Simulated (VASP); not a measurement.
# Ga (Pnma) in VASP: single point with r2SCAN

Aim: the single point of Ga with r2SCAN.

All numbers are computed with VASP 6.6.1; they aren't measurements. Logs are shortened: lines on timing, memory, paths and dates and some standing lists are left out, and cuts for length are marked.

### Step 1. The cell of the first run

The structure is orthorhombic, space group Pnma (No. 62). Conventional cell: a = 6.036 Å, b = 4.278 Å, c = 4.427 Å, α = 90.00°, β = 90.00°, γ = 90.00°. Ga (site symmetry m) has 11 Ga at 2.35 to 3.04 Å within 3.1 Å. Within 3.4 Å of Ga (site symmetry m) lie 16 Ga at 2.35 to 3.36 Å.

### Step 2. Single point, r2SCAN

File POSCAR:

```
Ga
1.0
    4.2783080000      0.0000000000      0.0000000000
    0.0000000000      4.4268670000      0.0000000000
    0.0000000000      0.0000000000      6.0356480000
Ga
8
Direct
    0.2500000000      0.2080000000      0.0360000000
    0.2500000000      0.2920000000      0.5360000000
    0.7500000000      0.7920000000      0.9640000000
    0.7500000000      0.7080000000      0.4640000000
    0.2500000000      0.8420000000      0.3190000000
    0.2500000000      0.6580000000      0.8190000000
    0.7500000000      0.1580000000      0.6810000000
    0.7500000000      0.3420000000      0.1810000000
```

File INCAR.step1:

```
SYSTEM = Ga
PREC = Accurate
ENCUT = 520
ISMEAR = 1
SIGMA = 0.1616
LREAL = .False.
LASPH = .True.
NELM = 100
NBANDS = 62
GGA = PE
ALGO = Normal
EDIFF = 1E-4
LWAVE = .True.
LCHARG = .False.
```

File INCAR.step2:

```
SYSTEM = Ga
PREC = Accurate
ENCUT = 520
EDIFF = 1E-6
ISMEAR = 1
SIGMA = 0.1616
LREAL = .False.
LASPH = .True.
NELM = 100
ALGO = Normal
ISIF = 2
LWAVE = .False.
LCHARG = .False.
METAGGA = R2SCAN
LMIXTAU = .True.
NBANDS = 62
ISTART = 1
```

File KPOINTS:

```
Automatic mesh
0
Gamma
  6 6 4
  0 0 0
```

Potentials or basis: VASP PAW PBE potentials, release 64 (Ga_d).

Launch:

```sh
$ cat potpaw_PBE.64/Ga_d/POTCAR > POTCAR
$ cp INCAR.step1 INCAR
$ mpirun -np 1 vasp_std > vasp.out
$ cp INCAR.step2 INCAR
$ mpirun -np 1 vasp_std > vasp.out
```

OUTCAR:

```text
SYSTEM = Ga
   PREC = Accurate
   ENCUT = 520
   EDIFF = 1E-6
   ISMEAR = 1
   LREAL = .False.
   LASPH = .True.
   NELM = 100
   ISIF = 2
   METAGGA = R2SCAN
   ISTART = 1

 ion  position               nearest neighbor table
   1  0.250  0.208  0.036-   5 2.35   6 2.38   8 2.39   8 2.39   6 2.76   3 2.86   3 2.86
   2  0.250  0.292  0.536-   6 2.35   5 2.38   7 2.39   7 2.39   5 2.76   4 2.86   4 2.86
   3  0.750  0.792  0.964-   7 2.35   8 2.38   6 2.39   6 2.39   8 2.76   1 2.86   1 2.86
   4  0.750  0.708  0.464-   8 2.35   7 2.38   5 2.39   5 2.39   7 2.76   2 2.86   2 2.86
   5  0.250  0.842  0.319-   1 2.35   2 2.38   4 2.39   4 2.39   2 2.76
   6  0.250  0.658  0.819-   2 2.35   1 2.38   3 2.39   3 2.39   1 2.76
   7  0.750  0.158  0.681-   3 2.35   4 2.38   2 2.39   2 2.39   4 2.76
   8  0.750  0.342  0.181-   4 2.35   3 2.38   1 2.39   1 2.39   3 2.76

  LATTYP: Found a simple orthorhombic cell.
 ALAT       =     4.2783080000
 B/A-ratio  =     1.0347237740
 C/A-ratio  =     1.4107558409

  Lattice vectors:

 A1 = (   4.2783080000,   0.0000000000,   0.0000000000)
 A2 = (   0.0000000000,   4.4268670000,   0.0000000000)
 A3 = (   0.0000000000,   0.0000000000,   6.0356480000)

Analysis of symmetry for initial positions (statically):
=====================================================================
 Subroutine PRICEL returns:
 Original cell was already a primitive cell.

 Routine SETGRP: Setting up the symmetry group for a
 simple orthorhombic supercell.

 Subroutine GETGRP returns: Found  8 space group operations
 (whereof  2 operations were pure point group operations)
 out of a pool of  8 trial point group operations.

The static configuration has the point symmetry S_2 .
 The point group associated with its full space group is D_2h.

Analysis of symmetry for dynamics (positions and initial velocities):
=====================================================================
 Subroutine PRICEL returns:
 Original cell was already a primitive cell.

 Routine SETGRP: Setting up the symmetry group for a
 simple orthorhombic supercell.

 Subroutine GETGRP returns: Found  8 space group operations
 (whereof  2 operations were pure point group operations)
 out of a pool of  8 trial point group operations.

The dynamic configuration has the point symmetry S_2 .
 The point group associated with its full space group is D_2h.

 Subroutine INISYM returns: Found  8 space group operations
 (whereof  2 operations are pure point group operations),
 and found     1 'primitive' translations

----------------------------------------------------------------------------------------

                                     Primitive cell

  volume of cell :     114.3122

  direct lattice vectors                    reciprocal lattice vectors
     4.278308000  0.000000000  0.000000000     0.233737262  0.000000000  0.000000000
     0.000000000  4.426867000  0.000000000     0.000000000  0.225893391  0.000000000
     0.000000000  0.000000000  6.035648000     0.000000000  0.000000000  0.165682293

  length of vectors
     4.278308000  4.426867000  6.035648000     0.233737262  0.225893391  0.165682293

  position of ions in fractional coordinates (direct lattice)
     0.250000000  0.208000000  0.036000000
     0.250000000  0.292000000  0.536000000
     0.750000000  0.792000000  0.964000000
     0.750000000  0.708000000  0.464000000
     0.250000000  0.842000000  0.319000000
     0.250000000  0.658000000  0.819000000
     0.750000000  0.158000000  0.681000000
     0.750000000  0.342000000  0.181000000

  ion indices of the primitive-cell ions
   primitive index   ion index
                 1           1
                 2           2
                 3           3
                 4           4
                 5           5
                 6           6
                 7           7
                 8           8

----------------------------------------------------------------------------------------

 KPOINTS: Automatic mesh

Automatic generation of k-mesh.
 Grid dimensions read from file:
 generate k-points for:    6    6    4

 Generating k-lattice:

  Cartesian coordinates                     Fractional coordinates (reciprocal lattice)
     0.038956210  0.000000000  0.000000000     0.166666667  0.000000000  0.000000000
     0.000000000  0.037648899  0.000000000     0.000000000  0.166666667  0.000000000
     0.000000000  0.000000000  0.041420573     0.000000000  0.000000000  0.250000000

  Length of vectors
     0.038956210  0.037648899  0.041420573

  Shift w.r.t. Gamma in fractional coordinates (k-lattice)
     0.000000000  0.000000000  0.000000000

 Subroutine IBZKPT returns following result:
 ===========================================

 Found     48 irreducible k-points:

 Following reciprocal coordinates:
            Coordinates               Weight
  0.000000  0.000000  0.000000      1.000000
  0.166667  0.000000  0.000000      2.000000
  0.333333  0.000000  0.000000      2.000000
  0.500000  0.000000  0.000000      1.000000
  0.000000  0.166667  0.000000      2.000000
  0.166667  0.166667  0.000000      4.000000
[... 16 lines left out ...]
  0.333333  0.166667  0.250000      8.000000
  0.500000  0.166667  0.250000      4.000000
 [... further k-points ...]
   k-points           NKPTS =     48   k-points in BZ     NKDIM =     48   number of bands    NBANDS=     62
   number of dos      NEDOS =    301   number of ions     NIONS =      8
   total plane-waves  NPLWV =  55296
   dimension x,y,z NGX =    32 NGY =   36 NGZ =   48
   dimension x,y,z NGXF=    64 NGYF=   72 NGZF=   96
   ions per type =               8
   NGX,Y,Z   is equivalent  to a cutoff of  12.43, 13.52, 13.22 a.u.
   NGXF,Y,Z  is equivalent  to a cutoff of  24.87, 27.04, 26.44 a.u.
 SYSTEM =  Ga
   PREC   = accura    normal or accurate (medium, high low for compatibility)
   ISTART =      1    job   : 0-new  1-cont  2-samecut
   ICHARG =      0    charge: 1-file 2-atom 10-const
   ISPIN  =      1    spin polarized calculation?
   LNONCOLLINEAR =      F non collinear calculations
   LSORBIT =      F    spin-orbit coupling
   LASPH  =      T    aspherical Exc in radial PAW
   ENCUT  =  520.0 eV  38.22 Ry    6.18 a.u.   7.95  8.23 11.22*2*pi/ulx,y,z
   NELM   =    100;   NELMIN=  2; NELMDL=  0     # of ELM steps
   EDIFF  = 0.1E-05   stopping-criterion for ELM
   LREAL  =      F    real-space projection
[... 7 lines left out ...]
   TEBEG  =    0.0;   TEEND  =   0.0 temperature during run
   PSTRESS=    0.0 pullay stress
   NELECT =     104.0000    total number of electrons
   NUPDOWN=      -1.0000    fix difference up-down
   EMIN   =  10.00;   EMAX   =-10.00  energy-range for DOS
   EFERMI =   0.00;   METHOD = LEGACY
   ISMEAR =     1;   SIGMA  =   0.16  broadening in eV -4-tet -1-fermi 0-gaus
   EFERMI_NEDOS =   21; number of points for ismear=-14 and -15
   IALGO  =     38    algorithm
   IMIX   =      4    mixing-type and parameters
     AMIX     =   0.40;   BMIX     =  1.00
     AMIX_MAG =   1.60;   BMIX_MAG =  1.00
  volume/ion in A,a.u.               =      14.29        96.43
  Fermi-wavevector in a.u.,A,eV,Ry     =   1.586311  2.997694 34.237485  2.516384
  Thomas-Fermi vector in A             =   2.685642
   LORBIT       =      0    0 simple, 1 ext, 2 COOP (PROOUT), +10 PAW based schemes
   METAGGA = R2SCAN    functional components
   LHFCALC =     F    Hartree Fock is set to
   AEXX    =    0.0000 exact exchange contribution
   IVDW    =     0    specifies the selected vdW correction
   LEPSILON=     F    determine dielectric tensor
   LRPA    =     F    only Hartree local field effects (RPA)
 non-spin polarized calculation
 Methfessel and Paxton  Order N= 1 SIGMA  =   0.16
  energy-cutoff  :      520.00
  volume of cell :      114.31
 maximum number of plane-waves:      3106
 NGX is ok and might be reduce to    32
   NGX = 15   NGY = 17   NGZ = 23

 number of electron     103.9999998 magnetization

 Free energy of the ion-electron system (eV)
  ---------------------------------------------------
  ext. energy  EPLUGINS =         0.00000000
  ---------------------------------------------------
  free energy    TOTEN  =       -86.63818272 eV

  energy without entropy =      -86.63661922  energy(sigma->0) =      -86.63766155

 E-fermi :   8.3399     XC(G=0): -13.7458

 val. band max:        8.3247974307   @ k =   0.5000   0.5000   0.5000
 cond. band min:       8.3583835060   @ k =   0.1667   0.1667   0.2500
 fundamental gap:      0.0335860753
 Fermi energy:         8.3399002981

 k-point     1 :       0.0000    0.0000    0.0000
  band No.  band energies     occupation
      1      -8.0368      2.00000
      2      -7.9885      2.00000
      3      -7.9809      2.00000
      4      -7.9716      2.00000
      5      -7.9359      2.00000
      6      -7.8804      2.00000
[... 54 lines left out ...]
     61      13.3481      0.00000
     62      15.0205      0.00000

 k-point     2 :       0.1667    0.0000    0.0000
  band No.  band energies     occupation
      1      -8.0363      2.00000
      2      -7.9849      2.00000
      3      -7.9818      2.00000
      4      -7.9803      2.00000
      5      -7.9576      2.00000
      6      -7.9112      2.00000
[... 54 lines left out ...]
     61      13.6304      0.00000
     62      13.6942      0.00000

 k-point     3 :       0.3333    0.0000    0.0000
  band No.  band energies     occupation
      1      -8.0296      2.00000
      2      -8.0130      2.00000
      3      -7.9945      2.00000
      4      -7.9908      2.00000
      5      -7.9457      2.00000
      6      -7.9252      2.00000
[... 1354 lines left out ...]
     61      13.8290      0.00000
     62      15.1315      0.00000

 k-point    24 :       0.5000    0.1667    0.2500
  band No.  band energies     occupation
      1      -8.0268      2.00000
      2      -8.0268      2.00000
      3      -8.0118      2.00000
      4      -8.0118      2.00000
      5      -7.9313      2.00000
      6      -7.9313      2.00000
[... 54 lines left out ...]
     61      15.5500      0.00000
     62      15.5500      0.00000

 [... further k-points ...]

------------------------ aborting loop because EDIFF is reached ----------------------------------------

  FORCE on cell =-STRESS in cart. coord.  units (eV):
  Direction    XX          YY          ZZ          XY          YZ          ZX
  --------------------------------------------------------------------------------------
  -------------------------------------------------------------------------------------
  Total       27.7822905     23.8317482     22.7567566      0.0000000      0.0000000      0.0000000
  in kB      389.3912651    334.0212209    318.9543444      0.0000000      0.0000000      0.0000000
  external PRESSURE =     347.4556101 kB  Pullay stress =       0.0000000 kB

 VOLUME and BASIS-vectors are now :
 -----------------------------------------------------------------------------
  energy-cutoff  :      520.00
  volume of cell :      114.31
      direct lattice vectors                 reciprocal lattice vectors
     4.278308000  0.000000000  0.000000000     0.233737262  0.000000000  0.000000000
     0.000000000  4.426867000  0.000000000     0.000000000  0.225893391  0.000000000
     0.000000000  0.000000000  6.035648000     0.000000000  0.000000000  0.165682293

 POSITION                                       TOTAL-FORCE (eV/Angst)
 -----------------------------------------------------------------------------------
      1.06958      0.92079      0.21728        -0.000000     -0.712974     -0.876300
      1.06958      1.29265      3.23511         0.000000      0.712974     -0.876300
      3.20873      3.50608      5.81836        -0.000000      0.712974      0.876300
      3.20873      3.13422      2.80054        -0.000000     -0.712974      0.876300
      1.06958      3.72742      1.92537        -0.000000     -0.989230     -0.156613
      1.06958      2.91288      4.94320        -0.000000      0.989230     -0.156613
      3.20873      0.69944      4.11028        -0.000000      0.989230      0.156613
      3.20873      1.51399      1.09245         0.000000     -0.989230      0.156613
 -----------------------------------------------------------------------------------
    total drift:                                0.000000     -0.000000     -0.000000

  FREE ENERGIE OF THE ION-ELECTRON SYSTEM (eV)
  ---------------------------------------------------
  free  energy   TOTEN  =       -86.6381827188 eV

  energy  without entropy=      -86.6366192240  energy(sigma->0) =      -86.63766155
```

It took 8.1 min on 1 thread of Intel Xeon 6975P-C (Granite Rapids), shared host; peak memory 0.37 GiB.

What came out:

- Free energy: -86.6382 eV
- Pressure: 34.7 GPa
- Largest force: 1.130 eV/Å
- Band gap on the k mesh: zero (bands 52 and 53 overlap by 2.23 eV)

Forces in eV/Å, atoms in the order of the input:
```
Ga   0.000 -0.713 -0.876
Ga   0.000  0.713 -0.876
Ga   0.000  0.713  0.876
Ga   0.000 -0.713  0.876
Ga   0.000 -0.989 -0.157
Ga   0.000  0.989 -0.157
Ga   0.000  0.989  0.157
Ga   0.000 -0.989  0.157
```

Caveat: the stress differs along the axes, from 32 to 39 GPa; the PAW data sets were made with another functional, which shifts forces and pressure a little.

The gap in the log of VASP goes by the Fermi energy; the results here count the filled bands.